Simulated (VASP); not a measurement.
# WS2 in VASP: single point with PBE

Aim: the single point of WS2 with PBE.

Everything below comes from runs of VASP 6.6.1. Logs are shortened: lines on timing, memory, paths and dates and some standing lists are left out, and cuts for length are marked.

## 1. The cell of the first run

The cell holds a slab with vacuum, 6 atoms: a = 3.188 Å, b = 3.188 Å, c = 24.167 Å, α = 90.00°, β = 90.00°, γ = 120.00°.

## 2. Single point, PBE

INCAR reads:

```
SYSTEM = WS2
  PREC = Accurate
  ENCUT = 520
  EDIFF = 1E-6
  ISMEAR = 0
  SIGMA = 0.02
  LREAL = .FALSE.
  LASPH = .TRUE.
  NELM = 80
  ALGO = Normal
  ISIF = 2
  LWAVE = .FALSE.
  LCHARG = .TRUE.
  GGA = PE
  LELF = .TRUE.
  LVHAR = .TRUE.
  NBANDS = 35
```

KPOINTS reads:

```
Automatic mesh
0
G
  12 12 2
  0 0 0
```

POSCAR reads:

```
WS2
1.0
    3.1875106495      0.0000000000      0.0000000000
   -1.5937553247      2.7604651973      0.0000000000
    0.0000000000      0.0000000000     24.1668539740
W S
2 4
Direct
    0.3333333333      0.6666666667      0.6537563358
    0.6666666667      0.3333333333      0.3462436642
    0.3333333333      0.6666666667      0.2812318455
    0.6666666667      0.3333333333      0.5887410241
    0.3333333333      0.6666666667      0.4112589759
    0.6666666667      0.3333333333      0.7187681545
```

Potentials or basis: VASP PAW PBE potentials, release 64 (W_sv, S).

Launch:

```sh
> cat potpaw_PBE.64/W_sv/POTCAR potpaw_PBE.64/S/POTCAR > POTCAR
> mpirun -np 1 vasp_std > vasp.out
```

OUTCAR:

```text
SYSTEM = WS2
   PREC = Accurate
   ENCUT = 520
   EDIFF = 1E-6
   ISMEAR = 0
   LREAL = .FALSE.
   LASPH = .TRUE.
   NELM = 80
   ISIF = 2
   GGA = PE

 ion  position               nearest neighbor table
   1  0.333  0.667  0.654-   6 2.42   6 2.42   6 2.42   4 2.42   4 2.42   4 2.42
   2  0.667  0.333  0.346-   3 2.42   3 2.42   3 2.42   5 2.42   5 2.42   5 2.42
   3  0.333  0.667  0.281-   2 2.42   2 2.42   2 2.42
   4  0.667  0.333  0.589-   1 2.42   1 2.42   1 2.42
   5  0.333  0.667  0.411-   2 2.42   2 2.42   2 2.42
   6  0.667  0.333  0.719-   1 2.42   1 2.42   1 2.42

  LATTYP: Found a hexagonal cell.
 ALAT       =     3.1875106495
 C/A-ratio  =     7.5817327788

  Lattice vectors:

 A1 = (   3.1875106495,   0.0000000000,   0.0000000000)
 A2 = (  -1.5937553247,   2.7604651973,   0.0000000000)
 A3 = (   0.0000000000,   0.0000000000,  24.1668539740)

Analysis of symmetry for initial positions (statically):
=====================================================================
 Subroutine PRICEL returns:
 Original cell was already a primitive cell.

 Routine SETGRP: Setting up the symmetry group for a
 hexagonal supercell.

 Subroutine GETGRP returns: Found 12 space group operations
 (whereof 12 operations were pure point group operations)
 out of a pool of 24 trial point group operations.

The static configuration has the point symmetry D_3d.

Analysis of symmetry for dynamics (positions and initial velocities):
=====================================================================
 Subroutine PRICEL returns:
 Original cell was already a primitive cell.

 Routine SETGRP: Setting up the symmetry group for a
 hexagonal supercell.

 Subroutine GETGRP returns: Found 12 space group operations
 (whereof 12 operations were pure point group operations)
 out of a pool of 24 trial point group operations.

The dynamic configuration has the point symmetry D_3d.

 Subroutine INISYM returns: Found 12 space group operations
 (whereof 12 operations are pure point group operations),
 and found     1 'primitive' translations

----------------------------------------------------------------------------------------

                                     Primitive cell

  volume of cell :     212.6444

  direct lattice vectors                    reciprocal lattice vectors
     3.187510650  0.000000000  0.000000000     0.313724442  0.181128891  0.000000000
    -1.593755325  2.760465197  0.000000000     0.000000000  0.362257782  0.000000000
[... 98 lines left out ...]
   NFREE  =      0    steps in history (QN), initial steepest desc. (CG)
   ISIF   =      2    stress and relaxation
   ISYM   =      2    0-nonsym 1-usesym 2-fastsym
   POTIM  = 0.5000    time-step for ionic-motion
   TEBEG  =    0.0;   TEEND  =   0.0 temperature during run
   PSTRESS=    0.0 pullay stress
   NELECT =      52.0000    total number of electrons
   NUPDOWN=      -1.0000    fix difference up-down
   EMIN   =  10.00;   EMAX   =-10.00  energy-range for DOS
   EFERMI =   0.00;   METHOD = LEGACY
   ISMEAR =     0;   SIGMA  =   0.02  broadening in eV -4-tet -1-fermi 0-gaus
   EFERMI_NEDOS =   21; number of points for ismear=-14 and -15
   IALGO  =     38    algorithm
   IMIX   =      4    mixing-type and parameters
     AMIX     =   0.40;   BMIX     =  1.00
     AMIX_MAG =   1.60;   BMIX_MAG =  1.00
  volume/ion in A,a.u.               =      35.44       239.17
  Fermi-wavevector in a.u.,A,eV,Ry     =   1.023744  1.934595 14.259603  1.048051
  Thomas-Fermi vector in A             =   2.157494
   LORBIT       =      0    0 simple, 1 ext, 2 COOP (PROOUT), +10 PAW based schemes
   GGA     = PE    functional components
   LHFCALC =     F    Hartree Fock is set to
   AEXX    =    0.0000 exact exchange contribution
   IVDW    =     0    specifies the selected vdW correction
   LEPSILON=     F    determine dielectric tensor
   LRPA    =     F    only Hartree local field effects (RPA)
 non-spin polarized calculation
 Gauss-broadening in eV      SIGMA  =   0.02
  energy-cutoff  :      520.00
  volume of cell :      212.64
 maximum number of plane-waves:      5770
 NGX is ok and might be reduce to    24
   NGX = 11   NGY = 11   NGZ = 89

 number of electron      52.0000001 magnetization

 Free energy of the ion-electron system (eV)
  ---------------------------------------------------
  ext. energy  EPLUGINS =         0.00000000
  ---------------------------------------------------
  free energy    TOTEN  =       -47.35567320 eV

  energy without entropy =      -47.35567320  energy(sigma->0) =      -47.35567320

 E-fermi :   0.9048     XC(G=0):  -6.1111

 val. band max:        0.6586904704   @ k =   0.0000   0.0000   0.0000
 cond. band min:       2.4016566539   @ k =   0.3333   0.3333   0.0000
 fundamental gap:      1.7429661836
 Fermi energy:         0.9048403000

 k-point     1 :       0.0000    0.0000    0.0000
  band No.  band energies     occupation
      1     -73.4538      2.00000
      2     -73.4538      2.00000
      3     -37.6820      2.00000
      4     -37.6820      2.00000
      5     -37.5378      2.00000
      6     -37.5378      2.00000
[... 901 lines left out ...]
     34       5.0357      0.00000
     35       7.1554      0.00000

 [... further k-points ...]

------------------------ aborting loop because EDIFF is reached ----------------------------------------

  FORCE on cell =-STRESS in cart. coord.  units (eV):
  Direction    XX          YY          ZZ          XY          YZ          ZX
  --------------------------------------------------------------------------------------
  -------------------------------------------------------------------------------------
  Total       -0.0188267     -0.0188267     -0.0347232     -0.0000000      0.0000000     -0.0000000
  in kB       -0.1418505     -0.1418505     -0.2616232     -0.0000000      0.0000000     -0.0000000
  external PRESSURE =      -0.1817747 kB  Pullay stress =       0.0000000 kB

 VOLUME and BASIS-vectors are now :
 -----------------------------------------------------------------------------
  energy-cutoff  :      520.00
  volume of cell :      212.64
      direct lattice vectors                 reciprocal lattice vectors
     3.187510650  0.000000000  0.000000000     0.313724442  0.181128891  0.000000000
    -1.593755325  2.760465197  0.000000000     0.000000000  0.362257782  0.000000000
     0.000000000  0.000000000 24.166853974     0.000000000  0.000000000  0.041378990

 POSITION                                       TOTAL-FORCE (eV/Angst)
 -----------------------------------------------------------------------------------
     -0.00000      1.84031     15.79923         0.000000      0.000000      0.000234
      1.59376      0.92016      8.36762        -0.000000     -0.000000     -0.000234
     -0.00000      1.84031      6.79649        -0.000000      0.000000     -0.003082
      1.59376      0.92016     14.22802        -0.000000      0.000000     -0.002860
     -0.00000      1.84031      9.93884         0.000000     -0.000000      0.002860
      1.59376      0.92016     17.37037         0.000000     -0.000000      0.003082
 -----------------------------------------------------------------------------------
    total drift:                                0.000000     -0.000000      0.000000

  FREE ENERGIE OF THE ION-ELECTRON SYSTEM (eV)
  ---------------------------------------------------
  free  energy   TOTEN  =       -47.3556732017 eV

  energy  without entropy=      -47.3556732017  energy(sigma->0) =      -47.35567320
```

OSZICAR:

```text
N       E                     dE             d eps       ncg     rms          rms(c)
DAV:   1     0.478092772302E+03    0.47809E+03   -0.27751E+04  3148   0.132E+03
DAV:   2    -0.163908409904E+02   -0.49448E+03   -0.47936E+03  3353   0.338E+02
DAV:   3    -0.491455996184E+02   -0.32755E+02   -0.32354E+02  3351   0.847E+01
[... 14 lines left out ...]
DAV:  18    -0.473556278958E+02   -0.33962E-04   -0.32290E-06  2436   0.795E-03    0.346E-03
DAV:  19    -0.473556499290E+02   -0.22033E-04   -0.10022E-06  2293   0.308E-03    0.235E-03
DAV:  20    -0.473556696208E+02   -0.19692E-04   -0.10570E-06  2336   0.274E-03    0.139E-03
DAV:  21    -0.473556724476E+02   -0.28268E-05   -0.11813E-07  2001   0.107E-03    0.795E-04
DAV:  22    -0.473556732017E+02   -0.75404E-06   -0.47461E-08  1716   0.703E-04
   1 F= -.47355673E+02 E0= -.47355673E+02  d E =-.128596E-69
```

Wall time 4.8 min (1 thread of Intel Xeon Platinum 8259CL at 2.50GHz (Skylake/Cascade Lake), shared host); peak memory 0.45 GiB.

Results:

```
Free energy            : -47.3557 eV
Largest force          : 0.003 eV/Å
Band gap on the k mesh : 1.74 eV (least direct gap 1.81 eV)
```

Forces on the atoms (eV/Å):
```
W    0.000  0.000  0.000
W    0.000  0.000  0.000
S    0.000  0.000 -0.003
S    0.000  0.000 -0.003
S    0.000  0.000  0.003
S    0.000  0.000  0.003
```

Levels at points of the mesh, in eV from the valence-band top:
```csv
k point,band 23,band 24,band 25,band 26,band 27,band 28,band 29,band 30
"(0.00, 0.00, 0.00)",-1.68,-1.68,-0.21,0.00,2.80,2.80,2.80,2.80
"(0.50, 0.00, 0.00)",-1.35,-1.34,-1.00,-0.99,2.76,2.77,3.20,3.22
"(0.00, 0.00, 0.50)",-1.68,-1.68,-0.21,0.00,2.80,2.80,2.80,2.80
"(0.50, 0.00, 0.50)",-1.35,-1.34,-1.00,-0.99,2.76,2.77,3.20,3.22
```

Caveat: spin-orbit coupling is left out, which moves the levels of the heavy elements.
